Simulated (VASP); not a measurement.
Wanted: the native input for a VASP 6.6.1 run.

* Task: single point
* Functional: r2SCAN
* Potentials or basis: VASP PAW PBE potentials, release 64 (Ba_sv, Ti_sv, O)
* Cutoff: 520 eV
* k mesh: 8 × 8 × 8
* Occupations: gaussian, width 0.05 eV
* Spin: no spin polarisation
* Dipole correction: no
* Further INCAR settings: ALGO = Normal; EDIFF = 1e-07; NBANDS = 28

Crystal: BaTiO3.

```
CELL_PARAMETERS angstrom
3.55840 0.00000 0.00000
0.00000 3.55840 0.00000
0.00000 0.00000 5.03175
ATOMIC_POSITIONS crystal
Ba 0.00000 0.00000 0.00000
Ti 0.50000 0.50000 0.50000
O 0.50000 0.50000 0.00000
O 0.50000 0.00000 0.50000
O 0.00000 0.50000 0.50000
```

This cell differs from its parent crystal: ratio of the length along z to the lengths across it x 1.414, volume and fractional coordinates fixed.

One way to write it, as run:

POSCAR

```
BaTiO3
1.0
    3.5584015423      0.0000000000      0.0000000000
    0.0000000000      3.5584015423      0.0000000000
    0.0000000000      0.0000000000      5.0317488734
Ba Ti O
1 1 3
Direct
    0.0000000000      0.0000000000      0.0000000000
    0.5000000000      0.5000000000      0.5000000000
    0.5000000000      0.5000000000      0.0000000000
    0.5000000000      0.0000000000      0.5000000000
    0.0000000000      0.5000000000      0.5000000000
```

INCAR.step1

```
SYSTEM = BaTiO3
PREC = Accurate
ENCUT = 520
ISMEAR = 0
SIGMA = 0.05
LREAL = .False.
LASPH = .True.
NELM = 100
NBANDS = 28
GGA = PE
ALGO = Normal
EDIFF = 1E-4
LWAVE = .True.
LCHARG = .False.
```

INCAR.step2

```
SYSTEM = BaTiO3
PREC = Accurate
ENCUT = 520
EDIFF = 1E-7
ISMEAR = 0
SIGMA = 0.05
LREAL = .False.
LASPH = .True.
NELM = 100
ALGO = Normal
ISIF = 2
LWAVE = .False.
LCHARG = .False.
METAGGA = R2SCAN
LMIXTAU = .True.
NBANDS = 28
ISTART = 1
```

KPOINTS

```
regular mesh
0
Gamma
  8 8 8
  0 0 0
```

Potentials or basis: VASP PAW PBE potentials, release 64 (Ba_sv, Ti_sv, O).

Launch:

```console
$ cat potpaw_PBE.64/Ba_sv/POTCAR potpaw_PBE.64/Ti_sv/POTCAR potpaw_PBE.64/O/POTCAR > POTCAR
$ cp INCAR.step1 INCAR
$ mpirun -np 1 vasp_std > vasp.out
$ cp INCAR.step2 INCAR
$ mpirun -np 1 vasp_std > vasp.out
```

It gave:

```json
{"Pressure": "32.7 GPa", "Band gap on the k mesh": "1.33 eV (least direct gap 1.95 eV)"}
```

Caveat: the stress differs along the axes, from -16 to 57 GPa; the PAW data sets were made with another functional, which shifts forces and pressure a little; spin-orbit coupling is left out, which moves the levels of the heavy elements.

Wall time 11 min on 1 thread of Intel(R) Xeon(R) Platinum 8488C (Sapphire Rapids), on a shared host, peak memory 0.29 GiB.
